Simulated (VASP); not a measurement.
Runs of VASP 6.6.1 on SrCl2. The structure is that of space group I4/mmm (No. 139), or close to it. The cells are those of the table. 

```csv
cell,gap on the mesh (eV),pressure (GPa)
"a = 4.829, b = 4.829, c = 5.204 Å, angles 57.4, 57.4, 65.2°, 3 atoms",4.57,0.9
"a = 4.792, b = 4.792, c = 5.533 Å, angles 54.7, 54.7, 70.5°, 3 atoms",1.94,3.6
"a = 5.378, b = 5.378, c = 4.392 Å, angles 65.9, 65.9, 48.2°, 3 atoms",(c),1.3
"a = 5.238, b = 5.238, c = 4.516 Å, angles 64.5, 64.5, 51.1°, 3 atoms",3.50,0.9
"a = 4.802, b = 4.802, c = 5.355 Å, angles 56.1, 56.1, 67.8°, 3 atoms",(b),(a)
```

Alike in all rows: task single point; level r2SCAN; potentials or basis VASP PAW PBE potentials, release 64 (Sr_sv, Cl); no spin polarisation; k mesh 6 × 6 × 6; cutoff (eV) 520; smearing gaussian 0.05 eV.

Estimate the missing entries.

(a) 1.7; (b) 3.48; (c) 2.40.

Caveats: the PAW data sets were made with another functional, which shifts forces and pressure a little.

A k mesh can miss the band edges, and the runs leave out spin-orbit coupling on Sr.
